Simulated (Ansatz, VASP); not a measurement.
W: VASP beside Ansatz

```
CELL_PARAMETERS angstrom
-1.58432 1.58432 1.58432
1.58432 -1.58432 1.58432
1.58432 1.58432 -1.58432
ATOMIC_POSITIONS crystal
W 0.00000 0.00000 0.00000
```

Alike in both runs: functional r2SCAN; k mesh 19 × 19 × 19; occupations fermi-dirac, width 0.08 eV; no spin polarisation.

Ansatz relaxed the structure, and its values are those at the end. VASP's run is a single point on that final structure, the one shown.

```csv
,VASP,Ansatz
version,VASP 6.6.1,Ansatz 0.2.0
potentials or method,"VASP PAW PBE potentials, release 64 (W_sv)","PAW with Ansatz's default frozen-core files, scalar-relativistic"
plane-wave cutoff (eV),520,500
valence electrons in the cell,14,14
```

Ansatz gave:

| Quantity | Value |
| --- | --- |
| pressure (GPa) | 0.0 |

Question: Estimate VASP's values.

Answer: Pressure (GPa): 1.2.

VASP's potentials were made for PBE, not for r2SCAN. With one functional, cell and mesh, what is left measures potentials, basis and numerics.

Spin-orbit coupling is off throughout.
